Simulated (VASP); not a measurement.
# Al (P6_3/mmc) in VASP: a series of runs

Runs on Al. Level: PBE+D3(BJ). Tasks: single point.

Everything below comes from runs of VASP 6.6.1. Logs are shortened: lines on timing, memory, paths and dates and some standing lists are left out, and cuts for length are marked.

## (1) The cell of the first run

Symmetry: P6_3/mmc, No. 194, hexagonal system. Conventional cell: a = 2.814 Å, b = 2.814 Å, c = 9.241 Å, α = 90.00°, β = 90.00°, γ = 120.00°. Al (site symmetry -3m) has 12 Al at 2.81 to 2.82 Å within 3.7 Å. Al (site symmetry -6m2) has 12 Al at 2.81 to 2.82 Å within 3.7 Å.

This isn't the form of Al at room conditions, which is fcc.

## (2) Single point, PBE+D3(BJ)

Input file INCAR:

```
PREC = Accurate
ENCUT = 520
EDIFF = 1E-6
ISMEAR = 0
SIGMA = 0.1
LREAL = False
LASPH = True
NELM = 60
ALGO = Normal
ISIF = 2
LWAVE = False
LCHARG = False
GGA = PE
IVDW = 12
NBANDS = 14
```

Input file KPOINTS:

```
regular mesh
0
Gamma
  18 18 6
```

Input file POSCAR:

```
Al
1.0
    2.8144222609      0.0000000000      0.0000000000
   -1.4072111305      2.4373611750      0.0000000000
    0.0000000000      0.0000000000      9.2410470823
Al
4
Direct
    0.0000000000      0.0000000000      0.0000000000
    0.3333333333      0.6666666667      0.2500000000
    0.0000000000      0.0000000000      0.5000000000
    0.6666666667      0.3333333333      0.7500000000
```

Potentials or basis: VASP PAW PBE potentials, release 64 (Al).

Started as:

```sh
$ cat potpaw_PBE.64/Al/POTCAR > POTCAR
$ mpirun -np 1 vasp_std > vasp.out
```

OUTCAR:

```text
PREC = Accurate
   ENCUT = 520
   EDIFF = 1E-6
   ISMEAR = 0
   LREAL = False
   LASPH = True
   NELM = 60
   ISIF = 2
   GGA = PE
   IVDW = 12
 IVDW          = 12

 ion  position               nearest neighbor table
   1  0.000  0.000  0.000-   2 2.82   4 2.82   4 2.82   2 2.82   4 2.82   2 2.82
   2  0.333  0.667  0.250-   1 2.82   3 2.82   1 2.82   3 2.82   1 2.82   3 2.82
   3  0.000  0.000  0.500-   2 2.82   4 2.82   4 2.82   2 2.82   4 2.82   2 2.82
   4  0.667  0.333  0.750-   1 2.82   3 2.82   1 2.82   3 2.82   1 2.82   3 2.82

  LATTYP: Found a hexagonal cell.
 ALAT       =     2.8144222609
 C/A-ratio  =     3.2834614801

  Lattice vectors:

 A1 = (   2.8144222609,   0.0000000000,   0.0000000000)
 A2 = (  -1.4072111305,   2.4373611750,   0.0000000000)
 A3 = (   0.0000000000,   0.0000000000,   9.2410470823)

Analysis of symmetry for initial positions (statically):
=====================================================================
 Subroutine PRICEL returns:
 Original cell was already a primitive cell.

 Routine SETGRP: Setting up the symmetry group for a
 hexagonal supercell.

 Subroutine GETGRP returns: Found 24 space group operations
 (whereof 12 operations were pure point group operations)
 out of a pool of 24 trial point group operations.

The static configuration has the point symmetry D_3d.
 The point group associated with its full space group is D_6h.

Analysis of symmetry for dynamics (positions and initial velocities):
=====================================================================
 Subroutine PRICEL returns:
 Original cell was already a primitive cell.

 Routine SETGRP: Setting up the symmetry group for a
 hexagonal supercell.

 Subroutine GETGRP returns: Found 24 space group operations
 (whereof 12 operations were pure point group operations)
 out of a pool of 24 trial point group operations.

The dynamic configuration has the point symmetry D_3d.
 The point group associated with its full space group is D_6h.

 Subroutine INISYM returns: Found 24 space group operations
 (whereof 12 operations are pure point group operations),
 and found     1 'primitive' translations

----------------------------------------------------------------------------------------

                                     Primitive cell

  volume of cell :      63.3914

  direct lattice vectors                    reciprocal lattice vectors
     2.814422261  0.000000000  0.000000000     0.355312710  0.205139889  0.000000000
    -1.407211130  2.437361175  0.000000000     0.000000000  0.410279777  0.000000000
     0.000000000  0.000000000  9.241047082     0.000000000  0.000000000  0.108212845

  length of vectors
     2.814422261  2.814422261  9.241047082     0.410279777  0.410279777  0.108212845

  position of ions in fractional coordinates (direct lattice)
     0.000000000  0.000000000  0.000000000
     0.333333333  0.666666667  0.250000000
     0.000000000  0.000000000  0.500000000
     0.666666667  0.333333333  0.750000000

  ion indices of the primitive-cell ions
   primitive index   ion index
                 1           1
                 2           2
                 3           3
                 4           4

----------------------------------------------------------------------------------------

 KPOINTS: regular mesh

Automatic generation of k-mesh.
 Grid dimensions read from file:
 generate k-points for:   18   18    6

 Generating k-lattice:

  Cartesian coordinates                     Fractional coordinates (reciprocal lattice)
     0.019739595  0.011396660  0.000000000     0.055555556  0.000000000  0.000000000
     0.000000000  0.022793321  0.000000000     0.000000000  0.055555556  0.000000000
     0.000000000  0.000000000  0.018035474     0.000000000  0.000000000  0.166666667

  Length of vectors
     0.022793321  0.022793321  0.018035474

  Shift w.r.t. Gamma in fractional coordinates (k-lattice)
     0.000000000  0.000000000  0.000000000

 Subroutine IBZKPT returns following result:
 ===========================================

 Found    148 irreducible k-points:

 Following reciprocal coordinates:
            Coordinates               Weight
  0.000000  0.000000  0.000000      1.000000
  0.055556  0.000000  0.000000      6.000000
  0.111111  0.000000  0.000000      6.000000
  0.166667  0.000000  0.000000      6.000000
  0.222222  0.000000  0.000000      6.000000
  0.277778 -0.000000  0.000000      6.000000
[... 16 lines left out ...]
  0.333333  0.111111  0.000000     12.000000
  0.388889  0.111111  0.000000     12.000000
 [... further k-points ...]
   k-points           NKPTS =    148   k-points in BZ     NKDIM =    148   number of bands    NBANDS=     14
   number of dos      NEDOS =    301   number of ions     NIONS =      4
   total plane-waves  NPLWV =  40320
   dimension x,y,z NGX =    24 NGY =   24 NGZ =   70
   dimension x,y,z NGXF=    48 NGYF=   48 NGZF=  140
   ions per type =               4
   NGX,Y,Z   is equivalent  to a cutoff of  14.18, 14.18, 12.59 a.u.
   NGXF,Y,Z  is equivalent  to a cutoff of  28.35, 28.35, 25.19 a.u.
 SYSTEM =  unknown system
   PREC   = accura    normal or accurate (medium, high low for compatibility)
   ISTART =      0    job   : 0-new  1-cont  2-samecut
   ICHARG =      2    charge: 1-file 2-atom 10-const
   ISPIN  =      1    spin polarized calculation?
   LNONCOLLINEAR =      F non collinear calculations
   LSORBIT =      F    spin-orbit coupling
   LASPH  =      T    aspherical Exc in radial PAW
   ENCUT  =  520.0 eV  38.22 Ry    6.18 a.u.   5.23  5.23 17.18*2*pi/ulx,y,z
   NELM   =     60;   NELMIN=  2; NELMDL= -5     # of ELM steps
   EDIFF  = 0.1E-05   stopping-criterion for ELM
   LREAL  =      F    real-space projection
   EDIFFG = 0.1E-04   stopping-criterion for IOM
   NSW    =      0    number of steps for IOM
   IBRION =     -1    ionic relax: 0-MD 1-quasi-New 2-CG
   NFREE  =      0    steps in history (QN), initial steepest desc. (CG)
   ISIF   =      2    stress and relaxation
   ISYM   =      2    0-nonsym 1-usesym 2-fastsym
   POTIM  = 0.5000    time-step for ionic-motion
   TEBEG  =    0.0;   TEEND  =   0.0 temperature during run
   PSTRESS=    0.0 pullay stress
   NELECT =      12.0000    total number of electrons
   NUPDOWN=      -1.0000    fix difference up-down
   EMIN   =  10.00;   EMAX   =-10.00  energy-range for DOS
   EFERMI =   0.00;   METHOD = LEGACY
   ISMEAR =     0;   SIGMA  =   0.10  broadening in eV -4-tet -1-fermi 0-gaus
   EFERMI_NEDOS =   21; number of points for ismear=-14 and -15
   IALGO  =     38    algorithm
   IMIX   =      4    mixing-type and parameters
     AMIX     =   0.40;   BMIX     =  1.00
     AMIX_MAG =   1.60;   BMIX_MAG =  1.00
  volume/ion in A,a.u.               =      15.85       106.95
  Fermi-wavevector in a.u.,A,eV,Ry     =   0.939994  1.776331 12.021957  0.883589
  Thomas-Fermi vector in A             =   2.067362
   LORBIT       =      0    0 simple, 1 ext, 2 COOP (PROOUT), +10 PAW based schemes
   GGA     = PE    functional components
   LHFCALC =     F    Hartree Fock is set to
   AEXX    =    0.0000 exact exchange contribution
   IVDW    =    12    specifies the selected vdW correction
   LEPSILON=     F    determine dielectric tensor
   LRPA    =     F    only Hartree local field effects (RPA)
 non-spin polarized calculation
 Gauss-broadening in eV      SIGMA  =   0.10
  energy-cutoff  :      520.00
  volume of cell :       63.39
 maximum number of plane-waves:      1728
 NGX is ok and might be reduce to    24
   NGX = 11   NGY = 11   NGZ = 35

 number of electron      12.0000000 magnetization

 Free energy of the ion-electron system (eV)
  ---------------------------------------------------
  ext. energy  EPLUGINS =         0.00000000
  ---------------------------------------------------
  free energy    TOTEN  =       -14.90699693 eV

  energy without entropy =      -14.89948041  energy(sigma->0) =      -14.90323867

 E-fermi :   8.4183     XC(G=0): -10.3442

 val. band max:        8.3815042056   @ k =   0.3889   0.0556   0.0000
 cond. band min:       8.4261983126   @ k =   0.3889   0.1667   0.1667
 fundamental gap:      0.0446941070
 Fermi energy:         8.4183487955

 k-point     1 :       0.0000    0.0000    0.0000
  band No.  band energies     occupation
      1      -2.9901      2.00000
      2      -1.2710      2.00000
      3      -1.2640      2.00000
      4       3.6435      2.00000
      5       3.9246      2.00000
      6      11.8439      0.00000
      7      11.8561      0.00000
      8      19.4948      0.00000
      9      19.4948      0.00000
     10      19.6337      0.00000
     11      19.6337      0.00000
     12      20.5802      0.00000
     13      20.5832      0.00000
     14      20.7308      0.00000

 k-point     2 :       0.0556    0.0000    0.0000
  band No.  band energies     occupation
      1      -2.9132      2.00000
      2      -1.1950      2.00000
      3      -1.1881      2.00000
      4       3.7145      2.00000
      5       3.9995      2.00000
      6      11.9050      0.00000
      7      11.9198      0.00000
      8      17.8226      0.00000
      9      18.4506      0.00000
     10      19.1752      0.00000
     11      19.2550      0.00000
     12      19.7583      0.00000
     13      19.8529      0.00000
     14      19.8778      0.00000
[... 343 lines left out ...]
      1       0.9495      2.00000
      2       2.6155      2.00000
      3       2.6171      2.00000
      4       6.0965      2.00000
      5       7.2206      2.00000
      6       7.5644      2.00000
      7       8.0333      2.00000
      8       8.3287      1.79497
      9      11.3118      0.00000
     10      12.4055      0.00000
     11      12.8657      0.00000
     12      13.0921      0.00000
     13      13.5859      0.00000
     14      15.7363      0.00000

 k-point    24 :       0.3889    0.1111    0.0000
  band No.  band energies     occupation
      1       2.0633      2.00000
      2       3.6949      2.00000
      3       3.7017      2.00000
      4       4.6826      2.00000
      5       6.3666      2.00000
      6       6.3895      2.00000
      7       8.4605      0.55115
      8       8.9246      0.00000
      9      10.7992      0.00000
     10      11.0110      0.00000
     11      12.0917      0.00000
     12      12.8524      0.00000
     13      13.1419      0.00000
     14      16.5762      0.00000

 [... further k-points ...]

------------------------ aborting loop because EDIFF is reached ----------------------------------------

 Edisp (eV)   -1.40282

 E8    (eV) :    -0.6276

  FORCE on cell =-STRESS in cart. coord.  units (eV):
  Direction    XX          YY          ZZ          XY          YZ          ZX
  --------------------------------------------------------------------------------------
  -------------------------------------------------------------------------------------
  Total      -0.00779    -0.00779     0.00724     0.00000     0.00000     0.00000
  in kB      -0.19687    -0.19687     0.18310     0.00000     0.00000     0.00000
  external pressure =       -0.07 kB  Pullay stress =        0.00 kB

 VOLUME and BASIS-vectors are now :
 -----------------------------------------------------------------------------
  energy-cutoff  :      520.00
  volume of cell :       63.39
      direct lattice vectors                 reciprocal lattice vectors
     2.814422261  0.000000000  0.000000000     0.355312710  0.205139889  0.000000000
    -1.407211130  2.437361175  0.000000000     0.000000000  0.410279777  0.000000000
     0.000000000  0.000000000  9.241047082     0.000000000  0.000000000  0.108212845

 POSITION                                       TOTAL-FORCE (eV/Angst)
 -----------------------------------------------------------------------------------
      0.00000      0.00000      0.00000         0.000000      0.000000      0.000000
     -0.00000      1.62491      2.31026        -0.000000      0.000000      0.000000
      0.00000      0.00000      4.62052         0.000000      0.000000      0.000000
      1.40721      0.81245      6.93079         0.000000     -0.000000     -0.000000
 -----------------------------------------------------------------------------------
    total drift:                               -0.000000      0.000000      0.000000

  FREE ENERGIE OF THE ION-ELECTRON SYSTEM (eV)
  ---------------------------------------------------
  free  energy   TOTEN  =       -16.3098148179 eV

  energy  without entropy=      -16.3022982944  energy(sigma->0) =      -16.30605656
```

Wall time 79 s (1 thread of Intel Xeon Platinum 8488C (Sapphire Rapids), shared host); peak memory 0.25 GiB.

Results:

```yaml
Free_energy: -16.3098 eV
Pressure: 0.0 GPa
Band_gap_on_the_k_mesh: zero (bands 6 and 7 overlap by 5.51 eV)
Dispersion_energy_per_atom: -0.351 eV
```

## (3) Single point, PBE+D3(BJ)

INCAR is that of step 2.

KPOINTS is that of step 2.

Input file POSCAR:

```
Al
1.0
    2.8144222611      0.0000000000      0.0000000000
   -1.4072111305      2.4373611751      0.0000000000
    0.0000000000      0.0000000000      9.2410470820
Al
4
Direct
    0.0000000000      0.0000000000      0.0000000000
    0.3333333333      0.6666666667      0.2500000000
    0.0000000000      0.0000000000      0.5000000000
    0.6666666667      0.3333333333      0.7500000000
```

Potentials or basis: VASP PAW PBE potentials, release 64 (Al).

Started as:

```sh
$ cat potpaw_PBE.64/Al/POTCAR > POTCAR
$ mpirun -np 1 vasp_std > vasp.out
```

It took 1.9 min on 1 thread of Intel Xeon 8259CL, shared host; peak memory 0.26 GiB.

Results (log left out):

| Quantity | Value |
| --- | --- |
| Free energy | -16.3098 eV |
| Pressure | 0.0 GPa |
| Band gap on the k mesh | zero (bands 6 and 7 overlap by 5.51 eV) |
| Dispersion energy per atom | -0.351 eV |

Levels at points of the mesh, in eV from the Fermi level:
| k point | band 3 | band 4 | band 5 | band 6 | band 7 | band 8 | band 9 | band 10 |
| --- | --- | --- | --- | --- | --- | --- | --- | --- |
| (0.00, 0.00, 0.00) | -9.68 | -4.77 | -4.49 | 3.43 | 3.44 | 11.08 | 11.08 | 11.22 |
| (0.50, 0.00, 0.00) | -4.01 | -3.96 | -3.35 | -3.28 | 0.82 | 1.26 | 1.35 | 1.69 |
| (0.00, 0.00, 0.50) | -7.56 | -7.56 | -0.95 | -0.95 | 8.38 | 8.38 | 11.41 | 11.41 |
| (0.50, 0.00, 0.50) | -4.88 | -4.88 | -1.89 | -1.89 | -1.21 | -1.21 | 4.66 | 4.66 |
